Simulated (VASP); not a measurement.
# SiTeS (P4mm) in VASP: a series of runs

The runs below take SiTeS through single point, relaxation of cell and atoms, with PBE.

Program: VASP 6.6.1. These are calculated values, not measurements. Logs are shortened: lines on timing, memory, paths and dates and some standing lists are left out, and cuts for length are marked.

## (1) The cell of the first run

It takes space group P4mm (No. 99, tetragonal). The conventional cell has a = 3.230 Å, b = 3.230 Å, c = 6.286 Å, α = 90.00°, β = 90.00°, γ = 90.00°. Within 3.4 Å of Si (site symmetry 4mm) lie 4 S at 2.48 Å and 4 Si at 3.23 Å and 4 Te at 3.36 Å. Within 3.8 Å of Te (site symmetry 4mm) lie 2 S at 2.86 to 3.42 Å and 4 Te at 3.23 Å and 4 Si at 3.36 Å. S (site symmetry 4mm) has 4 Si at 2.48 Å and 2 Te at 2.86 to 3.42 Å and 4 S at 3.23 Å within 3.5 Å.

The cell was generated, and may not be a known phase.

## (2) Single point, PBE

File INCAR:

```
PREC = Accurate ; ENCUT = 520
EDIFF = 1E-7 ; ISMEAR = 0
SIGMA = 0.1 ; LREAL = False
LASPH = True ; NELM = 80
ALGO = Normal ; ISIF = 2
LWAVE = False ; LCHARG = False
GGA = PE ; NBANDS = 15
```

File KPOINTS:

```
regular mesh
0
Gamma
  4 4 4
```

File POSCAR:

```
SiTeS
1.0
    3.2301556958      0.0000000000      0.0000000000
    0.0000000000      3.2301556958      0.0000000000
    0.0000000000      0.0000000000      6.2858062206
Si Te S
1 1 1
Direct
    0.0000000000      0.0000000000      0.6899080130
    0.5000000000      0.5000000000      0.0825067746
    0.5000000000      0.5000000000      0.5376759324
```

Potentials or basis: VASP PAW PBE potentials, release 64 (Si, Te, S).

Command:

```console
$ cat potpaw_PBE.64/Si/POTCAR potpaw_PBE.64/Te/POTCAR potpaw_PBE.64/S/POTCAR > POTCAR
$ mpirun -np 1 vasp_std > vasp.out
```

OUTCAR:

```text
PREC = Accurate
   ENCUT = 520
   EDIFF = 1E-7
   ISMEAR = 0
   LREAL = False
   LASPH = True
   NELM = 80
   ISIF = 2
   GGA = PE

 ion  position               nearest neighbor table
   1  0.000  0.000  0.690-   3 2.48   3 2.48   3 2.48   3 2.48   2 3.36   2 3.36   2 3.36   2 3.36

   2  0.500  0.500  0.083-   3 2.86   1 3.36   1 3.36   1 3.36   1 3.36
   3  0.500  0.500  0.538-   1 2.48   1 2.48   1 2.48   1 2.48   2 2.86

  LATTYP: Found a simple tetragonal cell.
 ALAT       =     3.2301556958
 C/A-ratio  =     1.9459762354

  Lattice vectors:

 A1 = (   3.2301556958,   0.0000000000,   0.0000000000)
 A2 = (   0.0000000000,   3.2301556958,   0.0000000000)
 A3 = (   0.0000000000,   0.0000000000,   6.2858062206)

Analysis of symmetry for initial positions (statically):
=====================================================================
 Subroutine PRICEL returns:
 Original cell was already a primitive cell.

 Routine SETGRP: Setting up the symmetry group for a
 simple tetragonal supercell.

 Subroutine GETGRP returns: Found  8 space group operations
 (whereof  8 operations were pure point group operations)
 out of a pool of 16 trial point group operations.

The static configuration has the point symmetry C_4v.

Analysis of symmetry for dynamics (positions and initial velocities):
=====================================================================
 Subroutine PRICEL returns:
 Original cell was already a primitive cell.

 Routine SETGRP: Setting up the symmetry group for a
 simple tetragonal supercell.

 Subroutine GETGRP returns: Found  8 space group operations
 (whereof  8 operations were pure point group operations)
 out of a pool of 16 trial point group operations.

The dynamic configuration has the point symmetry C_4v.

 Subroutine INISYM returns: Found  8 space group operations
 (whereof  8 operations are pure point group operations),
 and found     1 'primitive' translations

----------------------------------------------------------------------------------------

                                     Primitive cell

  volume of cell :      65.5855

  direct lattice vectors                    reciprocal lattice vectors
     3.230155696  0.000000000  0.000000000     0.309582600  0.000000000  0.000000000
     0.000000000  3.230155696  0.000000000     0.000000000  0.309582600  0.000000000
     0.000000000  0.000000000  6.285806221     0.000000000  0.000000000  0.159088582

  length of vectors
     3.230155696  3.230155696  6.285806221     0.309582600  0.309582600  0.159088582

  position of ions in fractional coordinates (direct lattice)
     0.000000000  0.000000000  0.689908013
     0.500000000  0.500000000  0.082506775
     0.500000000  0.500000000  0.537675932

  ion indices of the primitive-cell ions
   primitive index   ion index
                 1           1
                 2           2
                 3           3

----------------------------------------------------------------------------------------

 KPOINTS: regular mesh

Automatic generation of k-mesh.
 Grid dimensions read from file:
 generate k-points for:    4    4    4

 Generating k-lattice:

  Cartesian coordinates                     Fractional coordinates (reciprocal lattice)
     0.077395650  0.000000000  0.000000000     0.250000000  0.000000000  0.000000000
     0.000000000  0.077395650  0.000000000     0.000000000  0.250000000  0.000000000
     0.000000000  0.000000000  0.039772146     0.000000000  0.000000000  0.250000000

  Length of vectors
     0.077395650  0.077395650  0.039772146

  Shift w.r.t. Gamma in fractional coordinates (k-lattice)
     0.000000000  0.000000000  0.000000000

 Subroutine IBZKPT returns following result:
 ===========================================

 Found     18 irreducible k-points:

 Following reciprocal coordinates:
            Coordinates               Weight
  0.000000  0.000000  0.000000      1.000000
  0.250000  0.000000  0.000000      4.000000
  0.500000  0.000000  0.000000      2.000000
  0.250000  0.250000  0.000000      4.000000
  0.500000  0.250000  0.000000      4.000000
  0.500000  0.500000  0.000000      1.000000
[... 10 lines left out ...]
  0.500000  0.250000  0.500000      4.000000
  0.500000  0.500000  0.500000      1.000000
   k-points           NKPTS =     18   k-points in BZ     NKDIM =     18   number of bands    NBANDS=     15
   number of dos      NEDOS =    301   number of ions     NIONS =      3
   total plane-waves  NPLWV =  27648
   dimension x,y,z NGX =    24 NGY =   24 NGZ =   48
   dimension x,y,z NGXF=    48 NGYF=   48 NGZF=   96
   ions per type =               1   1   1
   NGX,Y,Z   is equivalent  to a cutoff of  12.35, 12.35, 12.69 a.u.
   NGXF,Y,Z  is equivalent  to a cutoff of  24.70, 24.70, 25.39 a.u.
 SYSTEM =  unknown system
   PREC   = accura    normal or accurate (medium, high low for compatibility)
   ISTART =      0    job   : 0-new  1-cont  2-samecut
   ICHARG =      2    charge: 1-file 2-atom 10-const
   ISPIN  =      1    spin polarized calculation?
   LNONCOLLINEAR =      F non collinear calculations
   LSORBIT =      F    spin-orbit coupling
   LASPH  =      T    aspherical Exc in radial PAW
   ENCUT  =  520.0 eV  38.22 Ry    6.18 a.u.   6.01  6.01 11.69*2*pi/ulx,y,z
   NELM   =     80;   NELMIN=  2; NELMDL= -5     # of ELM steps
   EDIFF  = 0.1E-06   stopping-criterion for ELM
   LREAL  =      F    real-space projection
   EDIFFG = 0.1E-05   stopping-criterion for IOM
   NSW    =      0    number of steps for IOM
   IBRION =     -1    ionic relax: 0-MD 1-quasi-New 2-CG
   NFREE  =      0    steps in history (QN), initial steepest desc. (CG)
   ISIF   =      2    stress and relaxation
   ISYM   =      2    0-nonsym 1-usesym 2-fastsym
   POTIM  = 0.5000    time-step for ionic-motion
   TEBEG  =    0.0;   TEEND  =   0.0 temperature during run
   PSTRESS=    0.0 pullay stress
   NELECT =      16.0000    total number of electrons
   NUPDOWN=      -1.0000    fix difference up-down
   EMIN   =  10.00;   EMAX   =-10.00  energy-range for DOS
   EFERMI =   0.00;   METHOD = LEGACY
   ISMEAR =     0;   SIGMA  =   0.10  broadening in eV -4-tet -1-fermi 0-gaus
   EFERMI_NEDOS =   21; number of points for ismear=-14 and -15
   IALGO  =     38    algorithm
   IMIX   =      4    mixing-type and parameters
     AMIX     =   0.40;   BMIX     =  1.00
     AMIX_MAG =   1.60;   BMIX_MAG =  1.00
  volume/ion in A,a.u.               =      21.86       147.53
  Fermi-wavevector in a.u.,A,eV,Ry     =   1.022929  1.933056 14.236917  1.046384
  Thomas-Fermi vector in A             =   2.156635
   LORBIT       =      0    0 simple, 1 ext, 2 COOP (PROOUT), +10 PAW based schemes
   GGA     = PE    functional components
   LHFCALC =     F    Hartree Fock is set to
   AEXX    =    0.0000 exact exchange contribution
   IVDW    =     0    specifies the selected vdW correction
   LEPSILON=     F    determine dielectric tensor
   LRPA    =     F    only Hartree local field effects (RPA)
 non-spin polarized calculation
 Gauss-broadening in eV      SIGMA  =   0.10
  energy-cutoff  :      520.00
  volume of cell :       65.59
 maximum number of plane-waves:      1792
   NGX = 13   NGY = 13   NGZ = 23

 number of electron      15.9999999 magnetization

 Free energy of the ion-electron system (eV)
  ---------------------------------------------------
  ext. energy  EPLUGINS =         0.00000000
  ---------------------------------------------------
  free energy    TOTEN  =       -11.87287761 eV

  energy without entropy =      -11.86140339  energy(sigma->0) =      -11.86714050

 E-fermi :   7.1964     XC(G=0): -10.0114

 val. band max:        7.1178635474   @ k =   0.5000   0.5000   0.5000
 cond. band min:       7.2113292028   @ k =   0.2500   0.2500   0.2500
 fundamental gap:      0.0934656554
 Fermi energy:         7.1964046537

 k-point     1 :       0.0000    0.0000    0.0000
  band No.  band energies     occupation
      1      -8.5138      2.00000
      2      -5.1851      2.00000
      3      -0.9534      2.00000
      4       4.0244      2.00000
      5       4.0244      2.00000
      6       5.4929      2.00000
      7       6.7320      2.00000
      8       8.8597      0.00000
      9       9.0245      0.00000
     10       9.0245      0.00000
     11      10.4505      0.00000
     12      12.4434      0.00000
     13      12.4434      0.00000
     14      13.8225      0.00000
     15      14.4149      0.00000

 k-point     2 :       0.2500    0.0000    0.0000
  band No.  band energies     occupation
      1      -7.8967      2.00000
      2      -4.5181      2.00000
      3      -0.9050      2.00000
      4       0.9862      2.00000
      5       4.5616      2.00000
      6       4.8101      2.00000
      7       6.4851      2.00000
      8       7.3593      0.02124
      9       8.8774      0.00000
     10       9.6007      0.00000
     11      11.0416      0.00000
     12      11.5262      0.00000
     13      13.6483      0.00000
     14      14.5580      0.00000
     15      15.4660      0.00000

 k-point     3 :       0.5000    0.0000    0.0000
  band No.  band energies     occupation
      1      -6.9638      2.00000
      2      -3.5199      2.00000
      3      -2.5067      2.00000
      4       1.3453      2.00000
      5       2.0836      2.00000
      6       4.7795      2.00000
      7       5.3381      2.00000
      8       8.1566      0.00000
      9       9.8637      0.00000
     10       9.9017      0.00000
     11      10.3734      0.00000
     12      11.4307      0.00000
     13      13.1782      0.00000
     14      13.5674      0.00000
     15      15.6235      0.00000

 k-point     4 :       0.2500    0.2500    0.0000
  band No.  band energies     occupation
      1      -7.3133      2.00000
      2      -3.8517      2.00000
      3      -0.6358      2.00000
      4       1.6030      2.00000
      5       1.6645      2.00000
      6       5.2553      2.00000
      7       5.5857      2.00000
      8       6.3664      2.00000
      9       7.9623      0.00000
     10       8.8182      0.00000
     11       9.6943      0.00000
     12      11.8800      0.00000
     13      13.3138      0.00000
     14      14.5199      0.00000
     15      15.8337      0.00000
[... 199 lines left out ...]
 k-point    16 :       0.2500    0.2500    0.5000
  band No.  band energies     occupation
      1      -7.2209      2.00000
      2      -4.3091      2.00000
      3      -0.1552      2.00000
      4       1.6715      2.00000
      5       3.1832      2.00000
      6       3.8424      2.00000
      7       5.1906      2.00000
      8       5.3518      2.00000
      9       7.3513      0.02845
     10       9.7956      0.00000
     11      10.8665      0.00000
     12      11.8130      0.00000
     13      13.2740      0.00000
     14      14.8625      0.00000
     15      15.0948      0.00000

 k-point    17 :       0.5000    0.2500    0.5000
  band No.  band energies     occupation
      1      -6.3921      2.00000
      2      -3.2260      2.00000
      3      -1.6273      2.00000
      4       2.1666      2.00000
      5       2.1816      2.00000
      6       3.8881      2.00000
      7       4.7185      2.00000
      8       5.6985      2.00000
      9       6.3159      2.00000
     10       7.5190      0.00001
     11      10.6112      0.00000
     12      11.3816      0.00000
     13      11.9660      0.00000
     14      15.0516      0.00000
     15      15.6098      0.00000

 k-point    18 :       0.5000    0.5000    0.5000
  band No.  band energies     occupation
      1      -5.7397      2.00000
      2      -2.1828      2.00000
      3       0.2835      2.00000
      4       0.2835      2.00000
      5       1.4050      2.00000
      6       3.3897      2.00000
      7       3.3897      2.00000
      8       4.3923      2.00000
      9       6.9717      1.99852
     10       7.1179      1.73332
     11       9.6356      0.00000
     12       9.6356      0.00000
     13      12.4853      0.00000
     14      13.3704      0.00000
     15      13.3704      0.00000

------------------------ aborting loop because EDIFF is reached ----------------------------------------

  FORCE on cell =-STRESS in cart. coord.  units (eV):
  Direction    XX          YY          ZZ          XY          YZ          ZX
  --------------------------------------------------------------------------------------
  -------------------------------------------------------------------------------------
  Total       -0.0438676     -0.0438676      0.0042507      0.0000000      0.0000000      0.0000000
  in kB       -1.0716342     -1.0716342      0.1038402      0.0000000      0.0000000      0.0000000
  external PRESSURE =      -0.6798094 kB  Pullay stress =       0.0000000 kB

 VOLUME and BASIS-vectors are now :
 -----------------------------------------------------------------------------
  energy-cutoff  :      520.00
  volume of cell :       65.59
      direct lattice vectors                 reciprocal lattice vectors
     3.230155696  0.000000000  0.000000000     0.309582600  0.000000000  0.000000000
     0.000000000  3.230155696  0.000000000     0.000000000  0.309582600  0.000000000
     0.000000000  0.000000000  6.285806221     0.000000000  0.000000000  0.159088582

 POSITION                                       TOTAL-FORCE (eV/Angst)
 -----------------------------------------------------------------------------------
      0.00000      0.00000      4.33663         0.000000      0.000000      0.007526
      1.61508      1.61508      0.51862         0.000000     -0.000000     -0.005320
      1.61508      1.61508      3.37973         0.000000      0.000000     -0.002205
 -----------------------------------------------------------------------------------
    total drift:                               -0.000000     -0.000000      0.000689

  FREE ENERGIE OF THE ION-ELECTRON SYSTEM (eV)
  ---------------------------------------------------
  free  energy   TOTEN  =       -11.8728776133 eV

  energy  without entropy=      -11.8614033932  energy(sigma->0) =      -11.86714050
```

It took 27 s on 1 thread of Intel Xeon 8259CL, shared host; peak memory 0.18 GiB.

Results:

| Item | Value |
| --- | --- |
| Free energy | -11.8729 eV |
| Pressure | -0.1 GPa |
| Largest force | 0.008 eV/Å |
| Band gap on the k mesh | zero (bands 8 and 9 overlap by 2.54 eV) |

Forces in eV/Å, atoms in the order of the input:
```
Si   0.000  0.000  0.008
Te   0.000  0.000 -0.005
S    0.000  0.000 -0.002
```

Caveat: the k points lie up to 0.49 Å⁻¹ apart, too coarse for converged energies and pressures of a metal; spin-orbit coupling is left out, which moves the levels of the heavy elements.

## (3) Single point, PBE

This run uses another cell than the first one, of 28.80 Å³/atom.

File INCAR:

```
PREC = Accurate
ENCUT = 520
EDIFF = 1E-6
ISMEAR = 0
SIGMA = 0.1
LREAL = False
LASPH = True
NELM = 60
ALGO = Normal
ISIF = 2
LWAVE = False
LCHARG = True
GGA = PE
LELF = True
LVHAR = True
NBANDS = 15
```

File KPOINTS:

```
Automatic mesh
0
Gamma
  4 4 4
```

File POSCAR:

```
SiTeS
1.0
    4.7535436900      0.0000000000      0.0000000000
    0.0000000000      4.7535436900      0.0000000000
    0.0000000000      0.0000000000      3.8231095900
Si Te S
1 1 1
Direct
    0.0000000000      0.0000000000      0.7147431300
    0.5000000000      0.5000000000      0.0401698500
    0.5000000000      0.5000000000      0.5551777400
```

Potentials or basis: VASP PAW PBE potentials, release 64 (Si, Te, S).

Command:

```console
$ cat potpaw_PBE.64/Si/POTCAR potpaw_PBE.64/Te/POTCAR potpaw_PBE.64/S/POTCAR > POTCAR
$ mpirun -np 1 vasp_std > vasp.out
```

It took 35 s on 1 thread of Intel Xeon 8259CL, shared host; peak memory 0.19 GiB.

The run converged. Its results:

| Item | Value |
| --- | --- |
| Free energy | -1.1955 eV |
| Pressure | 42.9 GPa |
| Largest force | 10.182 eV/Å |
| Band gap on the k mesh | zero (bands 8 and 9 overlap by 1.01 eV) |

Forces on the atoms (eV/Å):
```
Si    0.000   0.000   0.621
Te    0.000   0.000   9.561
S     0.000   0.000 -10.182
```

Stress tensor (GPa, compression positive):
```
 -4.79   0.00   0.00
  0.00  -4.79   0.00
  0.00   0.00 138.30
```

Levels at points of the mesh, in eV from the Fermi level:
```
           k point  band 5  band 6  band 7  band 8  band 9  band 10  band 11  band 12
(0.00, 0.00, 0.00)   -6.48   -5.40    0.73    0.73    2.14     2.29     2.67     2.67
(0.50, 0.00, 0.00)   -5.38   -5.09   -1.16   -0.32    1.01     2.58     2.97     5.20
(0.50, 0.50, 0.00)   -7.02   -5.27    0.40    0.40    2.10     2.35     2.35     5.52
(0.00, 0.00, 0.50)   -4.47   -2.75   -2.75   -1.61    1.59     1.59     3.10     4.05
(0.50, 0.00, 0.50)   -4.03   -3.34   -2.60   -0.47    0.04     0.43     2.36     4.90
(0.50, 0.50, 0.50)   -5.00   -3.40   -3.40   -1.29    1.61     1.61     3.02     5.08
```

Caveat: the k points lie up to 0.41 Å⁻¹ apart, too coarse for converged energies and pressures of a metal; spin-orbit coupling is left out, which moves the levels of the heavy elements; forces of over 1 eV/Å act on the atoms, so gaps and moduli don't describe the material at rest.

## (4) Single point, PBE

This run uses another cell than the first one, of 26.17 Å³/atom.

File INCAR:

```
PREC = Accurate
ENCUT = 520
EDIFF = 1E-6
ISMEAR = 0
SIGMA = 0.1
LREAL = F
LASPH = T
NELM = 80
ALGO = Normal
ISIF = 2
LWAVE = F
LCHARG = T
GGA = PE
LELF = T
LVHAR = T
NBANDS = 15
```

File KPOINTS:

```
regular mesh
0
Gamma
  6 6 4
```

File POSCAR:

```
SiTeS
1.0
    3.1300601651      0.0000000000      0.0000000000
    0.0000000000      3.1300601651      0.0000000000
    0.0000000000      0.0000000000      8.0129107514
Si Te S
1 1 1
Direct
    0.0000000000      0.0000000000      0.6973570109
    0.5000000000      0.5000000000      0.0458309485
    0.5000000000      0.5000000000      0.5669027606
```

Command:

```console
$ cat potpaw_PBE.64/Si/POTCAR potpaw_PBE.64/Te/POTCAR potpaw_PBE.64/S/POTCAR > POTCAR
$ mpirun -np 1 vasp_std > vasp.out
```

Run time: 56 s. Hardware: 1 thread of Intel Xeon 8259CL, shared host; peak memory 0.2 GiB.

It converged, with:

```yaml
Free_energy: -11.9991 eV
Pressure: 0.0 GPa
Largest_force: 0.012 eV/Å
Band_gap_on_the_k_mesh: zero (bands 8 and 9 overlap by 2.68 eV)
```

Forces on the atoms (eV/Å):
```
Si   0.000  0.000 -0.012
Te   0.000  0.000  0.002
S    0.000  0.000  0.010
```

Stress tensor (GPa, compression positive):
```
-0.07  0.00  0.00
 0.00 -0.07  0.00
 0.00  0.00  0.05
```

Levels at points of the mesh, in eV from the Fermi level:
| k point | band 6 | band 7 | band 8 | band 9 | band 10 | band 11 |
| --- | --- | --- | --- | --- | --- | --- |
| (0.00, 0.00, 0.00) | -2.35 | -0.60 | 1.41 | 2.53 | 2.53 | 3.87 |
| (0.50, 0.00, 0.00) | -2.02 | -0.89 | -0.83 | 3.18 | 3.60 | 4.13 |
| (0.50, 0.50, 0.00) | -3.48 | -3.48 | -2.30 | 0.73 | 0.81 | 1.82 |
| (0.00, 0.00, 0.50) | -2.35 | -0.07 | 1.83 | 2.52 | 2.52 | 3.87 |
| (0.50, 0.00, 0.50) | -1.87 | -1.34 | -0.89 | 3.60 | 3.64 | 3.77 |
| (0.50, 0.50, 0.50) | -3.50 | -3.50 | -2.14 | 0.49 | 0.69 | 1.96 |

Caveat: spin-orbit coupling is left out, which moves the levels of the heavy elements; this functional lacks dispersion, which binds layers or chains, so the pressure and a relaxed spacing across them are unreliable.

(Continued in part 2 of 2.)

The gap in the log of VASP goes by the Fermi energy; the results here count the filled bands.